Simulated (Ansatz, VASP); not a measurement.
## One calculation of AlNi, two programs

```
Al Ni
1.0
     2.86249    0.00000    0.00000
     0.00000    2.86254   -0.00001
     0.00000   -0.00002    5.72478
Al Ni
2 2
Direct
  0.00000 0.00000 0.50000
  0.00000 0.00000 0.00000
  0.50000 0.50000 0.25000
  0.50000 0.50000 0.75000
```

Change from the starting cell: atom 2 moved 0.15 Å; relaxed back.

Alike in both runs: functional PBEsol; k mesh 12 × 12 × 6; occupations gaussian, width 0.15 eV; no spin polarisation.

Ansatz relaxed the structure, and its values are those at the end. VASP's run is a single point on that final structure, the one shown.

```csv
,VASP,Ansatz
version,VASP 6.6.1,Ansatz 0.2.0
potentials or method,"VASP PAW PBE potentials, release 64 (Al, Ni), cutoff 520 eV","scalar-relativistic, plane waves, PAW"
valence electrons in the cell,26,42
```

```tsv
	VASP	Ansatz	Ansatz less VASP
gap on the k mesh at the Fermi level (eV)	none	none	-
pressure (GPa)	0.1	0.0	-0.09
```

VASP's potentials were made for PBE, not for PBEsol. A gap of «none» marks a metal or a gap that the smearing closes. VASP's potentials hold 26 valence electrons a cell and Ansatz's 42, so a difference there can come from the potentials and not from the codes.
